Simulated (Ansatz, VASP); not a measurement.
**One calculation of ZnSe, two programs**

File INCAR:

```
PREC = Accurate
ENCUT = 520
EDIFF = 1E-6
ISMEAR = 0
SIGMA = 0.01
LREAL = False
LASPH = True
NELM = 60
ALGO = Normal
ISIF = 2
LWAVE = False
LCHARG = True
GGA = PS
IVDW = 13
LELF = True
LVHAR = True
NBANDS = 16
```

File KPOINTS:

```
Automatic mesh
0
Gamma
  6 6 6
```

POSCAR

```
ZnSe
1.0
    0.0000000000      2.8338000000      2.8338000000
    2.8338000000      0.0000000000      2.8338000000
    2.8338000000      2.8338000000      0.0000000000
Zn Se
1 1
Direct
    0.0000000000      0.0000000000      0.0000000000
    0.2500000000      0.2500000000      0.2500000000
```

Input for Ansatz:

```yaml
crystal:
  lattice:
    - [0.0, 2.8338, 2.8338]
    - [2.8338, 0.0, 2.8338]
    - [2.8338, 2.8338, 0.0]
  atoms:
    - { symbol: Zn, position: [0.0, 0.0, 0.0] }
    - { symbol: Se, position: [0.25, 0.25, 0.25] }
basis:
  ecutwfc: 420.0
kpoints:
  mp_grid:
    grid: [6, 6, 6]
  band_path:
    path:
      - [0.0, 0.0, 0.0]
      - [0.0, -0.0036081062218705044, -0.0036081062218705044]
      - [0.0, 0.0036081062218705044, 0.0036081062218705044]
      - [-0.0036081062218705044, 0.0, -0.0036081062218705044]
      - [0.0036081062218705044, 0.0, 0.0036081062218705044]
      - [-0.0036081062218705044, -0.0036081062218705044, 0.0]
      - [0.0036081062218705044, 0.0036081062218705044, 0.0]
      - [0.0036081062218705044, 0.0036081062218705044, 0.007216212443741009]
      - [-0.0036081062218705044, 0.0036081062218705044, 0.0]
      - [0.0036081062218705044, -0.0036081062218705044, 0.0]
      - [-0.0036081062218705044, -0.0036081062218705044, -0.007216212443741009]
      - [0.0036081062218705044, 0.007216212443741009, 0.0036081062218705044]
      - [-0.0036081062218705044, 0.0, 0.0036081062218705044]
      - [0.0036081062218705044, 0.0, -0.0036081062218705044]
      - [-0.0036081062218705044, -0.007216212443741009, -0.0036081062218705044]
      - [0.007216212443741009, 0.0036081062218705044, 0.0036081062218705044]
      - [0.0, -0.0036081062218705044, 0.0036081062218705044]
      - [0.0, 0.0036081062218705044, -0.0036081062218705044]
      - [-0.007216212443741009, -0.0036081062218705044, -0.0036081062218705044]
    npoints: 1
hamiltonian:
  xc: pbesol
  dispersion: d4
scf:
  occupations:
    method: fixed
```

Alike in both runs: task single point; functional PBEsol; dispersion D4; k mesh 6 × 6 × 6; no spin polarisation.

|  | VASP | Ansatz |
| --- | --- | --- |
| version | VASP 6.6.1 | Ansatz 0.2.0 |
| potentials or method | VASP PAW PBE potentials, release 64 (Zn, Se), cutoff 520 eV | plane waves, PAW |
| occupations | gaussian, width 0.01 eV | fixed |
| valence electrons in the cell | 18 | 28 |

|  | VASP | Ansatz | Ansatz less VASP |
| --- | --- | --- | --- |
| gap on the k mesh at the Fermi level (eV) | 1.17 | 1.17 | -0.003 |

VASP's potentials were made for PBE, not for PBEsol. VASP's potentials hold 18 valence electrons a cell and Ansatz's 28, so a difference there can come from the potentials and not from the codes.
